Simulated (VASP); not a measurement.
# P (Pm-3m) in VASP: further runs

Runs on P. Level: PBE. Tasks: single point.

All numbers are computed with VASP 6.6.1; they aren't measurements. Logs are shortened: lines on timing, memory, paths and dates and some standing lists are left out, and cuts for length are marked.

## 1. The cell of the first run

It takes space group Pm-3m (No. 221, cubic). Conventional cell: a = 2.411 Å, b = 2.411 Å, c = 2.411 Å, α = 90.00°, β = 90.00°, γ = 90.00°. P (site symmetry m-3m) has 6 P at 2.41 Å within 3.2 Å.

## 2. Single point, PBE (volume scaled by 0.96)

Contents of INCAR:

```
PREC = Accurate
ENCUT = 520
EDIFF = 1E-6
ISMEAR = -1
SIGMA = 0.1
LREAL = F
LASPH = T
NELM = 80
ALGO = Normal
ISIF = 2
LWAVE = F
LCHARG = T
GGA = PE
LELF = T
LVHAR = T
NBANDS = 8
```

Contents of KPOINTS:

```
Automatic mesh
0
Gamma
  14 14 14
```

Contents of POSCAR:

```
P
1.0
    2.4106400705      0.0000000000      0.0000000000
    0.0000000000      2.4106400705      0.0000000000
    0.0000000000      0.0000000000      2.4106400705
P
1
Direct
    0.0000000000      0.0000000000      0.0000000000
```

Potentials or basis: VASP PAW PBE potentials, release 64 (P).

On the command line:

```
cat potpaw_PBE.64/P/POTCAR > POTCAR
mpirun -np 1 vasp_std > vasp.out
```

OUTCAR:

```text
PREC = Accurate
   ENCUT = 520
   EDIFF = 1E-6
   ISMEAR = -1
   LREAL = F
   LASPH = T
   NELM = 80
   ISIF = 2
   GGA = PE

 ion  position               nearest neighbor table
   1  0.000  0.000  0.000-

  LATTYP: Found a simple cubic cell.
 ALAT       =     2.4106400705

  Lattice vectors:

 A1 = (   2.4106400705,   0.0000000000,   0.0000000000)
 A2 = (   0.0000000000,   2.4106400705,   0.0000000000)
 A3 = (   0.0000000000,   0.0000000000,   2.4106400705)

Analysis of symmetry for initial positions (statically):
=====================================================================
 Subroutine PRICEL returns:
 Original cell was already a primitive cell.

 Routine SETGRP: Setting up the symmetry group for a
 simple cubic supercell.

 Subroutine GETGRP returns: Found 48 space group operations
 (whereof 48 operations were pure point group operations)
 out of a pool of 48 trial point group operations.

The static configuration has the point symmetry O_h .

Analysis of symmetry for dynamics (positions and initial velocities):
=====================================================================
 Subroutine PRICEL returns:
 Original cell was already a primitive cell.

 Routine SETGRP: Setting up the symmetry group for a
 simple cubic supercell.

 Subroutine GETGRP returns: Found 48 space group operations
 (whereof 48 operations were pure point group operations)
 out of a pool of 48 trial point group operations.

The dynamic configuration has the point symmetry O_h .

 Subroutine INISYM returns: Found 48 space group operations
 (whereof 48 operations are pure point group operations),
 and found     1 'primitive' translations

----------------------------------------------------------------------------------------

                                     Primitive cell

  volume of cell :      14.0087

  direct lattice vectors                    reciprocal lattice vectors
     2.410640070  0.000000000  0.000000000     0.414827586  0.000000000  0.000000000
     0.000000000  2.410640070  0.000000000     0.000000000  0.414827586  0.000000000
     0.000000000  0.000000000  2.410640070     0.000000000  0.000000000  0.414827586

  length of vectors
     2.410640070  2.410640070  2.410640070     0.414827586  0.414827586  0.414827586

  position of ions in fractional coordinates (direct lattice)
     0.000000000  0.000000000  0.000000000

  ion indices of the primitive-cell ions
   primitive index   ion index
                 1           1

----------------------------------------------------------------------------------------

 KPOINTS: Automatic mesh

Automatic generation of k-mesh.
 Grid dimensions read from file:
 generate k-points for:   14   14   14

 Generating k-lattice:

  Cartesian coordinates                     Fractional coordinates (reciprocal lattice)
     0.029630542  0.000000000  0.000000000     0.071428571  0.000000000  0.000000000
     0.000000000  0.029630542  0.000000000     0.000000000  0.071428571  0.000000000
     0.000000000  0.000000000  0.029630542     0.000000000  0.000000000  0.071428571

  Length of vectors
     0.029630542  0.029630542  0.029630542

  Shift w.r.t. Gamma in fractional coordinates (k-lattice)
     0.000000000  0.000000000  0.000000000

 Subroutine IBZKPT returns following result:
 ===========================================

 Found    120 irreducible k-points:

 Following reciprocal coordinates:
            Coordinates               Weight
  0.000000  0.000000  0.000000      1.000000
  0.071429  0.000000  0.000000      6.000000
  0.142857  0.000000  0.000000      6.000000
  0.214286  0.000000  0.000000      6.000000
  0.285714  0.000000  0.000000      6.000000
  0.357143  0.000000  0.000000      6.000000
[... 16 lines left out ...]
  0.285714  0.214286  0.000000     24.000000
  0.357143  0.214286  0.000000     24.000000
 [... further k-points ...]
   k-points           NKPTS =    120   k-points in BZ     NKDIM =    120   number of bands    NBANDS=      8
   number of dos      NEDOS =    301   number of ions     NIONS =      1
   total plane-waves  NPLWV =   5832
   dimension x,y,z NGX =    18 NGY =   18 NGZ =   18
   dimension x,y,z NGXF=    36 NGYF=   36 NGZF=   36
   ions per type =               1
   NGX,Y,Z   is equivalent  to a cutoff of  12.41, 12.41, 12.41 a.u.
   NGXF,Y,Z  is equivalent  to a cutoff of  24.83, 24.83, 24.83 a.u.
 SYSTEM =  unknown system
   PREC   = accura    normal or accurate (medium, high low for compatibility)
   ISTART =      0    job   : 0-new  1-cont  2-samecut
   ICHARG =      2    charge: 1-file 2-atom 10-const
   ISPIN  =      1    spin polarized calculation?
   LNONCOLLINEAR =      F non collinear calculations
   LSORBIT =      F    spin-orbit coupling
   LASPH  =      T    aspherical Exc in radial PAW
   ENCUT  =  520.0 eV  38.22 Ry    6.18 a.u.   4.48  4.48  4.48*2*pi/ulx,y,z
   NELM   =     80;   NELMIN=  2; NELMDL= -5     # of ELM steps
   EDIFF  = 0.1E-05   stopping-criterion for ELM
   LREAL  =      F    real-space projection
   EDIFFG = 0.1E-04   stopping-criterion for IOM
   NSW    =      0    number of steps for IOM
   IBRION =     -1    ionic relax: 0-MD 1-quasi-New 2-CG
   NFREE  =      0    steps in history (QN), initial steepest desc. (CG)
   ISIF   =      2    stress and relaxation
   ISYM   =      2    0-nonsym 1-usesym 2-fastsym
   POTIM  = 0.5000    time-step for ionic-motion
   TEBEG  =    0.0;   TEEND  =   0.0 temperature during run
   PSTRESS=    0.0 pullay stress
   NELECT =       5.0000    total number of electrons
   NUPDOWN=      -1.0000    fix difference up-down
   EMIN   =  10.00;   EMAX   =-10.00  energy-range for DOS
   EFERMI =   0.00;   METHOD = LEGACY
   ISMEAR =    -1;   SIGMA  =   0.10  broadening in eV -4-tet -1-fermi 0-gaus
   EFERMI_NEDOS =   21; number of points for ismear=-14 and -15
   IALGO  =     38    algorithm
   IMIX   =      4    mixing-type and parameters
     AMIX     =   0.40;   BMIX     =  1.00
     AMIX_MAG =   1.60;   BMIX_MAG =  1.00
  volume/ion in A,a.u.               =      14.01        94.54
  Fermi-wavevector in a.u.,A,eV,Ry     =   1.161268  2.194478 18.348047  1.348543
  Thomas-Fermi vector in A             =   2.297842
   LORBIT       =      0    0 simple, 1 ext, 2 COOP (PROOUT), +10 PAW based schemes
   GGA     = PE    functional components
[... 5 lines left out ...]
 non-spin polarized calculation
  energy-cutoff  :      520.00
  volume of cell :       14.01
 maximum number of plane-waves:       389
 NGX is ok and might be reduce to    18
   NGX =  9   NGY =  9   NGZ =  9

 number of electron       4.9999997 magnetization

 Free energy of the ion-electron system (eV)
  ---------------------------------------------------
  ext. energy  EPLUGINS =         0.00000000
  ---------------------------------------------------
  free energy    TOTEN  =        -5.26835326 eV

  energy without entropy =       -5.25674309  energy(sigma->0) =       -5.26254818

 E-fermi :  10.1980     XC(G=0): -11.4485

 val. band max:       10.1848416014   @ k =   0.5000   0.2857   0.2143
 cond. band min:      10.2421169215   @ k =   0.5000   0.5000   0.4286
 fundamental gap:      0.0572753200
 Fermi energy:        10.1980339013

 k-point     1 :       0.0000    0.0000    0.0000
  band No.  band energies     occupation
      1      -6.6956      2.00000
      2      15.4394      0.00000
      3      15.4394      0.00000
      4      15.4394      0.00000
      5      16.9543      0.00000
      6      16.9543      0.00000
      7      24.9568      0.00000
      8      35.1501      0.00000

 k-point     2 :       0.0714    0.0000    0.0000
  band No.  band energies     occupation
      1      -6.5755      2.00000
      2      13.3711      0.00000
      3      15.5347      0.00000
      4      15.5347      0.00000
      5      17.0499      0.00000
      6      18.8751      0.00000
      7      25.3678      0.00000
      8      34.2554      0.00000

 k-point     3 :       0.1429    0.0000    0.0000
  band No.  band energies     occupation
      1      -6.2167      2.00000
      2      10.7401      0.00881
      3      15.8170      0.00000
      4      15.8170      0.00000
      5      17.3302      0.00000
      6      20.9540      0.00000
      7      26.6714      0.00000
      8      32.3318      0.00000

 k-point     4 :       0.2143    0.0000    0.0000
  band No.  band energies     occupation
      1      -5.6251      2.00000
      2       8.2077      2.00000
      3      16.2736      0.00000
      4      16.2736      0.00000
      5      17.7733      0.00000
      6      22.5168      0.00000
      7      28.7043      0.00000
      8      30.1989      0.00000

 k-point     5 :       0.2857    0.0000    0.0000
  band No.  band energies     occupation
      1      -4.8148      2.00000
      2       5.8559      2.00000
      3      16.8749      0.00000
      4      16.8749      0.00000
      5      18.3336      0.00000
      6      23.8079      0.00000
      7      28.1836      0.00000
      8      28.1836      0.00000
[... 177 lines left out ...]
 k-point    22 :       0.2143    0.2143    0.0000
  band No.  band energies     occupation
      1      -4.5574      2.00000
      2       8.4840      2.00000
      3       9.9677      1.81828
      4      17.0964      0.00000
      5      20.8525      0.00000
      6      24.0306      0.00000
      7      27.6431      0.00000
      8      30.7756      0.00000

 k-point    23 :       0.2857    0.2143    0.0000
  band No.  band energies     occupation
      1      -3.7486      2.00000
      2       6.7065      2.00000
      3      10.0972      1.46541
      4      17.6886      0.00000
      5      20.6276      0.00000
      6      22.9228      0.00000
      7      28.9348      0.00000
      8      29.3435      0.00000

 k-point    24 :       0.3571    0.2143    0.0000
  band No.  band energies     occupation
      1      -2.7556      2.00000
      2       4.6846      2.00000
      3      10.8135      0.00424
      4      18.3561      0.00000
      5      19.2362      0.00000
      6      23.2723      0.00000
      7      27.2370      0.00000
      8      30.0481      0.00000

 [... further k-points ...]
[... 5 lines left out ...]
  --------------------------------------------------------------------------------------
  -------------------------------------------------------------------------------------
  Total        0.4753921      0.4753921      0.4753921     -0.0000000     -0.0000000     -0.0000000
  in kB       54.3707621     54.3707621     54.3707621     -0.0000000     -0.0000000     -0.0000000
  external PRESSURE =      54.3707621 kB  Pullay stress =       0.0000000 kB

 VOLUME and BASIS-vectors are now :
 -----------------------------------------------------------------------------
  energy-cutoff  :      520.00
  volume of cell :       14.01
      direct lattice vectors                 reciprocal lattice vectors
     2.410640070  0.000000000  0.000000000     0.414827586  0.000000000  0.000000000
     0.000000000  2.410640070  0.000000000     0.000000000  0.414827586  0.000000000
     0.000000000  0.000000000  2.410640070     0.000000000  0.000000000  0.414827586

 POSITION                                       TOTAL-FORCE (eV/Angst)
 -----------------------------------------------------------------------------------
      0.00000      0.00000      0.00000         0.000000      0.000000      0.000000
 -----------------------------------------------------------------------------------
    total drift:                               -0.000000     -0.000000      0.000000

  FREE ENERGIE OF THE ION-ELECTRON SYSTEM (eV)
  ---------------------------------------------------
  free  energy   TOTEN  =        -5.2683532632 eV

  energy  without entropy=       -5.2567430874  energy(sigma->0) =       -5.26254818
```

Wall time 6.4 s (1 thread of AMD EPYC 7R13 (Zen 3), shared host); peak memory 0.09 GiB.

Results:

| Item | Value |
| --- | --- |
| Free energy | -5.2684 eV |
| Pressure | 5.4 GPa |

Levels at points of the mesh, in eV from the Fermi level:
```
           k point  band 1  band 2  band 3  band 4  band 5  band 6
(0.00, 0.00, 0.00)  -16.89    5.24    5.24    5.24    6.76    6.76
(0.50, 0.00, 0.00)  -12.37   -9.00    8.23    8.23    9.40   14.53
(0.50, 0.50, 0.00)   -7.44   -5.45   -5.45    0.76   11.01   17.15
(0.50, 0.50, 0.50)   -2.22   -2.22   -2.22   -1.20    4.56    4.56
```

Caveat: the cell differs from its parent crystal (volume scaled by 0.96).

## 3. Single point, PBE

This run uses another cell than the first one, of 14.59 Å³/atom, 1.042 times its volume.

Contents of INCAR:

```
SYSTEM = P
ALGO = Normal
EDIFF = 1E-7
ENCUT = 520
GGA = PE
ISIF = 2
ISMEAR = -1
LASPH = .TRUE.
LCHARG = .FALSE.
LREAL = .FALSE.
LWAVE = .FALSE.
NBANDS = 8
NELM = 100
PREC = Accurate
SIGMA = 0.1
```

Contents of KPOINTS:

```
k-points
0
G
  14 14 14
  0 0 0
```

Contents of POSCAR:

```
P
1.0
    2.4436666413      0.0000000000      0.0000000000
    0.0000000000      2.4436666413      0.0000000000
    0.0000000000      0.0000000000      2.4436666413
P
1
Direct
    0.0000000000      0.0000000000      0.0000000000
```

Potentials or basis: VASP PAW PBE potentials, release 64 (P).

On the command line:

```
cat potpaw_PBE.64/P/POTCAR > POTCAR
mpirun -np 1 vasp_std > vasp.out
```

Wall time 6.8 s (1 thread of AMD EPYC 7R13 (Zen 3), shared host); peak memory 0.09 GiB.

The run converged. Its results:

- Free energy: -5.2792 eV
- Pressure: 0.7 GPa

Levels at points of the mesh, in eV from the Fermi level:
```tsv
k point	band 1	band 2	band 3	band 4	band 5	band 6
(0.00, 0.00, 0.00)	-16.45	5.03	5.03	5.03	6.83	6.83
(0.50, 0.00, 0.00)	-12.14	-8.62	7.84	7.84	9.39	14.38
(0.50, 0.50, 0.00)	-7.47	-5.23	-5.23	1.03	10.44	16.91
(0.50, 0.50, 0.50)	-2.16	-2.16	-2.16	-1.66	4.71	4.71
```

## 4. Single point, PBE (volume scaled by 1.04)

Contents of INCAR:

```
PREC = Accurate
ENCUT = 520
EDIFF = 1E-7
ISMEAR = -1
SIGMA = 0.1
LREAL = False
LASPH = True
NELM = 100
ALGO = Normal
ISIF = 2
LWAVE = False
LCHARG = False
GGA = PE
NBANDS = 8
```

Contents of KPOINTS:

```
regular mesh
0
Gamma
  14 14 14
```

Contents of POSCAR:

```
P
1.0
    2.4758238374      0.0000000000      0.0000000000
    0.0000000000      2.4758238374      0.0000000000
    0.0000000000      0.0000000000      2.4758238374
P
1
Direct
    0.0000000000      0.0000000000      0.0000000000
```

Potentials or basis: VASP PAW PBE potentials, release 64 (P).

On the command line:

```
cat potpaw_PBE.64/P/POTCAR > POTCAR
mpirun -np 1 vasp_std > vasp.out
```

OUTCAR:

```text
PREC = Accurate
   ENCUT = 520
   EDIFF = 1E-7
   ISMEAR = -1
   LREAL = False
   LASPH = True
   NELM = 100
   ISIF = 2
   GGA = PE

 ion  position               nearest neighbor table
   1  0.000  0.000  0.000-

  LATTYP: Found a simple cubic cell.
 ALAT       =     2.4758238374

  Lattice vectors:

 A1 = (   2.4758238374,   0.0000000000,   0.0000000000)
[... 189 lines left out ...]
      7      22.8590      0.00000
      8      32.9535      0.00000
[... 243 lines left out ...]
 k-point    24 :       0.3571    0.2143    0.0000
  band No.  band energies     occupation
      1      -3.3538      2.00000
      2       3.9310      2.00000
      3       9.6148      0.00526
      4      16.5040      0.00000
      5      17.9906      0.00000
      6      21.5940      0.00000
      7      25.5420      0.00000
      8      28.0622      0.00000

 [... further k-points ...]
[... 5 lines left out ...]
  --------------------------------------------------------------------------------------
  -------------------------------------------------------------------------------------
  Total       -0.2984586     -0.2984586     -0.2984586     -0.0000000     -0.0000000      0.0000000
  in kB      -31.5090598    -31.5090598    -31.5090598     -0.0000000     -0.0000000      0.0000000
  external PRESSURE =     -31.5090598 kB  Pullay stress =       0.0000000 kB

 VOLUME and BASIS-vectors are now :
 -----------------------------------------------------------------------------
  energy-cutoff  :      520.00
  volume of cell :       15.18
      direct lattice vectors                 reciprocal lattice vectors
     2.475823837  0.000000000  0.000000000     0.403905958  0.000000000  0.000000000
     0.000000000  2.475823837  0.000000000     0.000000000  0.403905958  0.000000000
     0.000000000  0.000000000  2.475823837     0.000000000  0.000000000  0.403905958

 POSITION                                       TOTAL-FORCE (eV/Angst)
 -----------------------------------------------------------------------------------
      0.00000      0.00000      0.00000         0.000000      0.000000      0.000000
 -----------------------------------------------------------------------------------
    total drift:                               -0.000000     -0.000000      0.000000

  FREE ENERGIE OF THE ION-ELECTRON SYSTEM (eV)
  ---------------------------------------------------
  free  energy   TOTEN  =        -5.2746220432 eV

  energy  without entropy=       -5.2622349134  energy(sigma->0) =       -5.26842848
```

Run time: 6.8 s. Hardware: 1 thread of AMD EPYC 7R13 (Zen 3), shared host; peak memory 0.09 GiB.

What came out:

```
Free energy : -5.2746 eV
Pressure    : -3.2 GPa
```

Caveat: the cell differs from its parent crystal (volume scaled by 1.04).

## 5. Summary

| cell | gap on the mesh (eV) | pressure (GPa) |
| --- | --- | --- |
| a = 2.411 Å, 1 atom | none | 5.4 |
| a = 2.444 Å, 1 atom | none | 0.7 |
| a = 2.476 Å, 1 atom | none | -3.2 |

Alike in all rows: task single point; level PBE; potentials or basis VASP PAW PBE potentials, release 64 (P); no spin polarisation; k mesh 14 × 14 × 14; cutoff (eV) 520; smearing fermi-dirac 0.1 eV.

Absolute energies hang on the potentials; compare differences alone.
